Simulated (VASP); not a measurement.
**P: single point with PBE**

Crystal: P.

```
CELL_PARAMETERS angstrom
1.68006 -5.57222 0.00000
1.68006 5.57222 0.00000
0.00000 0.00000 4.63275
ATOMIC_POSITIONS crystal
P 0.90414 0.09586 0.58882
P 0.09586 0.90414 0.41118
P 0.59586 0.40414 0.08882
P 0.40414 0.59586 0.91118
```

- Program: VASP 6.6.1
- Task: single point
- Functional: PBE
- Potentials or basis: VASP PAW PBE potentials, release 64 (P)
- Cutoff: 520 eV
- k mesh: 8 × 8 × 6
- Occupations: fermi-dirac, width 0.05 eV
- Spin: no spin polarisation
- Dipole correction: no
- Further INCAR settings: ALGO = Normal; EDIFF = 1e-06; NBANDS = 18

```yaml
Pressure: -2.3 GPa
Largest_force: 0.228 eV/Å
Band_gap_on_the_k_mesh: 0.23 eV
```

Forces on the atoms (eV/Å):
```
P    0.000 -0.223  0.047
P    0.000  0.223 -0.047
P    0.000  0.223  0.047
P    0.000 -0.223 -0.047
```

Stress tensor (GPa, compression positive):
```
-3.42  0.00  0.00
 0.00 -1.54  0.00
 0.00  0.00 -1.94
```

Levels at points of the mesh, in eV from the valence-band top:
```
           k point  band 8  band 9  band 10  band 11  band 12  band 13
(0.00, 0.00, 0.00)   -2.55   -2.44    -1.09     0.67     1.10     1.84
(0.50, 0.00, 0.00)   -3.21   -2.50    -2.50     0.73     0.73     1.59
(0.50, 0.50, 0.00)   -2.30   -1.45     0.00     0.23     0.89     1.99
(0.00, 0.00, 0.50)   -3.11   -1.57    -1.57     1.32     1.32     2.85
(0.50, 0.00, 0.50)   -5.07   -1.71    -1.71     1.72     1.72     3.35
(0.50, 0.50, 0.50)   -2.66   -1.89    -1.89     1.38     1.38     2.49
```

It took 79 s on 1 thread of AMD EPYC 9R45 96-Core Processor (Zen 5), with other jobs on the host, peak memory 0.27 GiB.

A k mesh can miss the band edges.
